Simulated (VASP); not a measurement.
Here is a VASP 6.6.1 calculation.

The input INCAR:

```
PREC = Accurate ; ENCUT = 520
EDIFF = 1E-7 ; ISMEAR = -1
SIGMA = 0.08 ; LREAL = F
LASPH = T ; NELM = 80
ALGO = Normal ; ISIF = 2
LWAVE = F ; LCHARG = T
GGA = PS ; LELF = T
LVHAR = T ; NBANDS = 18
```

The input KPOINTS:

```
Automatic mesh
0
Gamma
  10 10 10
```

Contents of POSCAR:

```
TiAu
1.0
    3.2431169756      0.0000000000      0.0000000000
    0.0000000000      3.2431169756      0.0000000000
    0.0000000000      0.0000000000      3.2431169756
Ti Au
1 1
Direct
    0.5000000000      0.5000000000      0.5000000000
    0.0000000000      0.0000000000      0.0000000000
```

Potentials or basis: VASP PAW PBE potentials, release 64 (Ti_sv, Au).

The run is started by

```sh
$ cat potpaw_PBE.64/Ti_sv/POTCAR potpaw_PBE.64/Au/POTCAR > POTCAR
$ mpirun -np 1 vasp_std > vasp.out
```

Q: Predict the pressure.

A: -3.5 GPa.

Caveat: the PAW data sets were made with another functional, which shifts forces and pressure a little.
